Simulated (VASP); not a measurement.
# SrB4 (I4/mmm) in VASP: notebook, part 2 of 2

VASP 6.6.1. The steps go on from the part before.

### 3 Relaxation of cell and atoms, PBEsol

This run uses another cell than the first one, of 12.15 Å³/atom.

The input, INCAR:

```
  PREC = Accurate
  ENCUT = 600
  EDIFF = 1E-7
  ISMEAR = -1
  SIGMA = 0.1
  LREAL = F
  LASPH = T
  NELM = 100
  ALGO = Normal
  ISIF = 3
  LWAVE = F
  LCHARG = F
  GGA = PS
  IBRION = 2
  NSW = 80
  EDIFFG = -0.01
```

The input, KPOINTS:

```
Automatic mesh
0
Gamma
  7 7 7
```

The input, POSCAR:

```
SrB4
1.0
    0.0000000000      3.6881970000      0.0000000000
    3.6881970000      0.0000000000      0.0000000000
    1.8440990000      1.8440990000     -4.4648790000
Sr B
1 4
Direct
    0.0000000000      0.0000000000      0.0000000000
    0.3800000000      0.3800000000      0.2400000000
    0.6200000000      0.6200000000      0.7600000000
    0.7500000000      0.2500000000      0.5000000000
    0.2500000000      0.7500000000      0.5000000000
```

Potentials or basis: VASP PAW PBE potentials, release 64 (Sr_sv, B).

Launch:

```console
cat potpaw_PBE.64/Sr_sv/POTCAR potpaw_PBE.64/B/POTCAR > POTCAR
mpirun -np 1 vasp_std > vasp.out
```

OUTCAR:

```text
PREC = Accurate
   ENCUT = 600
   EDIFF = 1E-7
   ISMEAR = -1
   LREAL = F
   LASPH = T
   NELM = 100
   ISIF = 3
   GGA = PS
   IBRION = 2
   NSW = 80
   EDIFFG = -0.01

 ion  position               nearest neighbor table
   1  0.000  0.000  0.000-   3 2.82   2 2.82   3 2.82   2 2.82   2 2.82   3 2.82   3 2.82   2 2.82
                             4 2.90   5 2.90   5 2.90   4 2.90   5 2.90   4 2.90   5 2.90   4 2.90
   2  0.380  0.380  0.240-   3 2.14   1 2.82   1 2.82   1 2.82   1 2.82   1 3.39
   3  0.620  0.620  0.760-   2 2.14   1 2.82   1 2.82   1 2.82   1 2.82   1 3.39
   4  0.750  0.250  0.500-   1 2.90   1 2.90   1 2.90   1 2.90
   5  0.250  0.750  0.500-   1 2.90   1 2.90   1 2.90   1 2.90

  LATTYP: Found a body centered tetragonal cell.
 ALAT       =     3.6881970000
 C/A-ratio  =     2.4211716457

  Lattice vectors:

 A1 = (  -1.8440990000,   1.8440980000,   4.4648790000)
 A2 = (   1.8440980000,  -1.8440990000,   4.4648790000)
 A3 = (   1.8440990000,   1.8440990000,  -4.4648790000)
[... 398 lines left out ...]
      1     -28.9411      2.00000
      2     -11.3808      2.00000
      3     -10.2811      2.00000
      4     -10.2811      2.00000
      5      -8.7957      2.00000
      6      -1.3507      2.00000
      7       0.6221      2.00000
      8       0.6221      2.00000
      9       1.8495      2.00000
     10       6.4503      0.00167
     11       6.5607      0.00055
     12       7.0841      0.00000
     13       7.5802      0.00000
     14       7.5802      0.00000
[... 401 lines left out ...]
      2     -11.7691      2.00000
      3     -11.1374      2.00000
      4     -10.8707      2.00000
      5      -5.6095      2.00000
      6      -4.0873      2.00000
      7      -0.9178      2.00000
      8       0.5651      2.00000
      9       0.8960      2.00000
     10       2.1655      2.00000
     11       3.5731      2.00000
     12       6.1970      0.02077
     13       9.6871      0.00000
     14      10.6331      0.00000
     15      11.2916      0.00000

 [... further k-points ...]
[... 5 lines left out ...]
  --------------------------------------------------------------------------------------
  -------------------------------------------------------------------------------------
  Total       -0.0383970     -0.0383970      0.0457017      0.0000000     -0.0000000     -0.0000000
  in kB       -1.1759411     -1.1759411      1.3996555      0.0000000     -0.0000001     -0.0000001
  external PRESSURE =      -0.3174089 kB  Pullay stress =       0.0000000 kB
[... 20 lines left out ...]
  FREE ENERGIE OF THE ION-ELECTRON SYSTEM (eV)
  ---------------------------------------------------
  free  energy   TOTEN  =       -28.6798177722 eV

  energy  without entropy=      -28.6204216277  energy(sigma->0) =      -28.65011970

 reached required accuracy - stopping structural energy minimisation
```

CONTCAR:

```text
SrB4
   1.00000000000000
     0.0000000000000051    3.1320452332000657   -0.0000000553127312
     3.1320452332000657    0.0000000000000051   -0.0000000553127312
     1.5660231212604911    1.5660231212604911   -5.3329319068548457
  Sr              B
     1     4
Direct
     0.0000000000000000    0.0000000000000000    0.0000000000000000
     0.3345231016586587    0.3345231016586587    0.3309537969153653
     0.6654768983413416    0.6654768983413416    0.6690462030846348
     0.7500000000000000    0.2500000000000000    0.5000000000000000
     0.2500000000000000    0.7500000000000000    0.5000000000000000

  0.00000000E+00  0.00000000E+00  0.00000000E+00
  0.00000000E+00  0.00000000E+00  0.00000000E+00
  0.00000000E+00  0.00000000E+00  0.00000000E+00
  0.00000000E+00  0.00000000E+00  0.00000000E+00
  0.00000000E+00  0.00000000E+00  0.00000000E+00
```

Wall time 15 min (1 thread of Intel Xeon Platinum 8375C at 2.90GHz (Ice Lake), shared host); peak memory 0.22 GiB.

Results:

```yaml
Free_energy: -28.6798 eV
Relaxed_volume: 10.46 Å³/atom
Relaxed_cell: a = 3.132 Å, b = 3.132 Å, c = 5.775 Å, α = 74.26°, β = 74.26°, γ = 90.00°
Space_group_after_relaxing_to_0.1_Å: I4/mmm (No. 139)
Energy_gained_by_relaxing: 361.4 meV/atom
Ionic_steps: 33
Pressure_after_relaxing: 0.0 GPa
Band_gap_on_the_k_mesh: zero (bands 11 and 12 overlap by 1.80 eV)
```

Forces on the atoms (eV/Å):
```
Sr   0.000  0.000  0.000
B    0.000  0.000  0.003
B    0.000  0.000 -0.003
B    0.000  0.000  0.000
B    0.000  0.000  0.000
```

Stress tensor (GPa, compression positive):
```
-0.12  0.00  0.00
 0.00 -0.12  0.00
 0.00  0.00  0.14
```

The path:
```csv
step,energy change (eV),largest force (eV/Å),pressure (GPa),volume (Å³)
1,0.0000,1.3626,-24.15,60.73
2,-1.1681,0.4715,9.98,46.01
3,-1.2344,0.6951,0.94,48.25
4,-1.2883,0.4720,0.97,48.31
5,-1.4121,0.1372,2.51,48.48
6,-1.4915,0.9664,9.57,48.66
7,-1.5052,0.3813,6.52,48.61
8,-1.5098,0.5688,7.64,48.63
9,-1.5374,0.5900,7.00,48.95
10,-1.6004,0.7149,5.33,49.90
11,-1.6200,1.1574,3.24,51.76
12,-1.6286,1.0172,3.71,51.22
13,-1.6656,0.8108,2.28,51.54
14,-1.7237,0.1863,-1.76,52.50
15,-1.7259,0.0432,-2.66,52.73
16,-1.7394,0.0040,-1.76,52.33
17,-1.7582,0.0758,1.04,51.17
18,-1.7585,0.0837,1.49,50.99
19,-1.7658,0.1277,0.94,51.20
20,-1.7800,0.2447,-0.49,51.80
21,-1.7858,0.3946,-2.89,52.92
22,-1.7893,0.3807,-2.73,52.91
23,-1.7966,0.3631,-2.19,52.87
24,-1.7832,0.3942,-0.84,52.74
25,-1.7975,0.3609,-2.01,52.85
26,-1.8014,0.2859,-1.47,52.68
27,-1.8065,0.0696,0.19,52.15
28,-1.8065,0.0638,0.23,52.14
29,-1.8066,0.0540,0.17,52.17
30,-1.8069,0.0247,0.00,52.27
31,-1.8067,0.0336,-0.34,52.47
32,-1.8070,0.0058,-0.11,52.33
33,-1.8070,0.0030,-0.03,52.31
```

Final structure:
```yaml
crystal:
  lattice:
    - [0.00000, 3.13205, 0.00000]
    - [3.13205, 0.00000, 0.00000]
    - [1.56602, 1.56602, -5.33293]
  atoms:
    - { symbol: Sr, position: [0.00000, 0.00000, 0.00000] }
    - { symbol: B, position: [0.33452, 0.33452, 0.33095] }
    - { symbol: B, position: [0.66548, 0.66548, 0.66905] }
    - { symbol: B, position: [0.75000, 0.25000, 0.50000] }
    - { symbol: B, position: [0.25000, 0.75000, 0.50000] }
```

Levels at points of the mesh, in eV from the Fermi level:
```csv
k point,band 8,band 9,band 10,band 11,band 12,band 13,band 14,band 15
"(0.00, 0.00, 0.00)",-5.12,-3.89,0.71,0.82,1.34,1.84,1.84,3.94
```

Caveat: a cell axis changed by over 15 % at a fixed basis, so the end point is rough; the PAW data sets were made with another functional, which shifts forces and pressure a little.
